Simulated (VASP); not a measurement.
## MoS2: single point with PBE+D3(BJ)

The system is MoS2.

```xyz
6
Lattice="3.2123 0.0000 0.0000 -1.6062 2.7819 0.0000 0.0000 0.0000 12.3355" Properties=species:S:1:pos:R:3 pbc="T T T"
Mo    1.6062    0.9273    3.0788
Mo    0.0000    1.8546    9.2567
S     0.0000    1.8546    4.6274
S     1.6062    0.9273   10.8051
S     0.0000    1.8546    1.5304
S     1.6062    0.9273    7.7082
```

This cell differs from its parent crystal: equal strain along all axes, cell held: +2.0 %, then relaxed in part.

```
Program                : VASP 6.6.1
Task                   : single point
Functional             : PBE
Dispersion             : D3(BJ)
Potentials or basis    : VASP PAW PBE potentials, release 64 (Mo_sv, S)
Cutoff                 : 520 eV
k mesh                 : 12 × 12 × 4
Occupations            : gaussian, width 0.02 eV
Spin                   : no spin polarisation
Dipole correction      : no
Further INCAR settings : ALGO = Normal; EDIFF = 1e-06; NBANDS = 35
```

- Pressure: -4.1 GPa
- Largest force: 0.015 eV/Å
- Band gap on the k mesh: 0.80 eV, indirect (least direct gap 1.51 eV)
- Dispersion energy per atom: -0.411 eV

Forces in eV/Å, atoms in the order of the input:
```
Mo   0.000  0.000  0.003
Mo   0.000  0.000 -0.003
S    0.000  0.000 -0.012
S    0.000  0.000 -0.015
S    0.000  0.000  0.015
S    0.000  0.000  0.012
```

Stress tensor (GPa, compression positive):
```
-5.43  0.00  0.00
 0.00 -5.43  0.00
 0.00  0.00 -1.42
```

Levels at points of the mesh, in eV from the valence-band top:
| k point | band 22 | band 23 | band 24 | band 25 | band 26 | band 27 | band 28 | band 29 | band 30 | band 31 |
| --- | --- | --- | --- | --- | --- | --- | --- | --- | --- | --- |
| (0.00, 0.00, 0.00) | -2.31 | -2.31 | -1.17 | -1.03 | 0.00 | 1.93 | 1.93 | 1.95 | 1.95 | 2.14 |
| (0.50, 0.00, 0.00) | -2.44 | -1.92 | -1.73 | -1.45 | -1.30 | 1.37 | 1.42 | 1.82 | 2.02 | 2.76 |
| (0.00, 0.00, 0.50) | -2.33 | -2.33 | -2.33 | -0.25 | -0.24 | 1.93 | 1.93 | 1.93 | 1.93 | 2.22 |
| (0.50, 0.00, 0.50) | -2.57 | -1.83 | -1.82 | -1.37 | -1.36 | 1.39 | 1.39 | 1.92 | 1.93 | 3.10 |

Run time: 7.2 min on 1 thread of AMD EPYC 7R13 (shared host), peak memory 0.34 GiB.

Caveat: the cell differs from its parent crystal (equal strain along all axes, cell held: +2.0 %, then relaxed in part). A k mesh can miss the band edges.
